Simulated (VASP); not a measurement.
The system is Ge.

```
Ge
1.0
     5.35904    0.00000    0.00000
     0.00000    5.35904    0.00000
     0.00000    0.00000    5.35904
Ge
8
Direct
  0.00000 0.00000 0.00000
  0.50000 0.50000 0.50000
  0.25000 0.00000 0.50000
  0.75000 0.00000 0.50000
  0.50000 0.25000 0.00000
  0.50000 0.75000 0.00000
  0.00000 0.50000 0.25000
  0.00000 0.50000 0.75000
```

| Property | Result |
| --- | --- |
| Program | VASP 6.6.1 |
| Task | relaxation of cell and atoms |
| Functional | RPBE |
| Potentials or basis | VASP PAW PBE potentials, release 64 (Ge_d) |
| Cutoff | 600 eV |
| k mesh | 5 × 5 × 5 |
| Occupations | fermi-dirac, width 0.1 eV |
| Spin | no spin polarisation |

At the start: pressure 4.0 GPa; volume 19.24 Å³/atom.

Task: How do energy, volume and symmetry change on relaxing?

Result: Over 4 steps the energy falls by 14.6 meV/atom and the volume is 20.44 Å³/atom (+6.2 %); space group Pm-3n (No. 223, to 0.1 Å) before and after.

Step by step:
```tsv
step	energy change (eV)	largest force (eV/Å)	pressure (GPa)	volume (Å³)
1	0.0000	0.0000	4.05	153.91
2	-0.1147	0.0000	-0.38	164.99
3	-0.1166	0.0000	-0.12	163.78
4	-0.1166	0.0000	0.06	163.48
```

Final structure:
```yaml
crystal:
  lattice:
    - [5.46792, 0.00000, 0.00000]
    - [0.00000, 5.46792, 0.00000]
    - [0.00000, 0.00000, 5.46792]
  atoms:
    - { symbol: Ge, position: [0.00000, 0.00000, 0.00000] }
    - { symbol: Ge, position: [0.50000, 0.50000, 0.50000] }
    - { symbol: Ge, position: [0.25000, 0.00000, 0.50000] }
    - { symbol: Ge, position: [0.75000, 0.00000, 0.50000] }
    - { symbol: Ge, position: [0.50000, 0.25000, 0.00000] }
    - { symbol: Ge, position: [0.50000, 0.75000, 0.00000] }
    - { symbol: Ge, position: [0.00000, 0.50000, 0.25000] }
    - { symbol: Ge, position: [0.00000, 0.50000, 0.75000] }
```

Caveat: the PAW data sets were made with another functional, which shifts forces and pressure a little.
